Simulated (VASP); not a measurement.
Crystal: Sn3Ru.

```
Sn Ru
1.0
     3.86594    2.23200    3.63088
    -3.86594    2.23200    3.63088
     0.00000   -4.46400    3.63088
Sn Ru
6 2
Direct
  0.79700 0.25200 0.79700
  0.79700 0.79700 0.25200
  0.25200 0.79700 0.79700
  0.20300 0.74800 0.20300
  0.74800 0.20300 0.20300
  0.20300 0.20300 0.74800
  0.26900 0.26900 0.26900
  0.73100 0.73100 0.73100
```

| Quantity | Value |
| --- | --- |
| Program | VASP 6.6.1 |
| Task | relaxation of cell and atoms |
| Functional | PBE |
| Potentials or basis | VASP PAW PBE potentials, release 64 (Sn_d, Ru_pv) |
| Cutoff | 600 eV |
| k mesh | 3 × 3 × 3 |
| Occupations | gaussian, width 0.1 eV |
| Spin | no spin polarisation |

At the start: pressure 25.3 GPa; volume 23.50 Å³/atom.

**Question.** Where does the relaxation end?

**Answer.** Over 48 steps the energy falls by 1400.7 meV/atom and the volume is 22.14 Å³/atom (-5.8 %); space group R-3m (No. 166, to 0.05 Å).

Step by step:
```csv
step,energy change (eV),largest force (eV/Å),pressure (GPa),volume (Å³)
1,0.0000,10.2030,25.32,187.98
3,-5.3604,1.4379,-8.78,283.30
5,-8.1284,1.7352,-4.07,225.61
7,-8.2885,1.4727,-5.44,230.34
9,-9.6336,0.7666,2.77,195.33
11,-9.8367,0.6125,1.10,198.70
13,-9.9011,0.2375,-1.60,204.66
15,-10.1220,0.3586,-2.02,202.41
17,-10.0162,1.7319,-0.77,186.59
19,-10.4782,1.0554,-2.49,193.92
21,-10.5866,1.0879,-0.90,186.31
23,-10.8246,0.5337,-0.01,183.01
25,-10.8601,0.4162,0.63,181.41
27,-10.8916,0.3928,0.21,182.12
29,-10.9231,0.4390,-3.74,190.75
31,-10.9825,0.3536,-2.12,186.50
33,-11.1222,0.2896,-0.79,181.75
35,-11.1414,0.3092,-0.08,179.75
37,-11.1574,0.1769,-0.01,179.27
39,-11.1730,0.0841,-0.09,178.96
41,-11.1871,0.1361,1.49,174.05
43,-11.1997,0.1002,0.67,176.09
45,-11.2042,0.0544,0.25,176.71
47,-11.2051,0.0407,0.14,176.99
48,-11.2053,0.0356,0.08,177.13
```

Final structure:
```
CELL_PARAMETERS angstrom
3.37923 1.95100 4.47792
-3.37923 1.95100 4.47792
0.00000 -3.90200 4.47792
ATOMIC_POSITIONS crystal
Sn 0.75031 0.24939 0.75031
Sn 0.75031 0.75031 0.24939
Sn 0.24939 0.75031 0.75031
Sn 0.24969 0.75061 0.24969
Sn 0.75061 0.24969 0.24969
Sn 0.24969 0.24969 0.75061
Ru 0.24995 0.24995 0.24995
Ru 0.75005 0.75005 0.75005
```

Caveat: the k points lie up to 0.39 Å⁻¹ apart in the final cell.
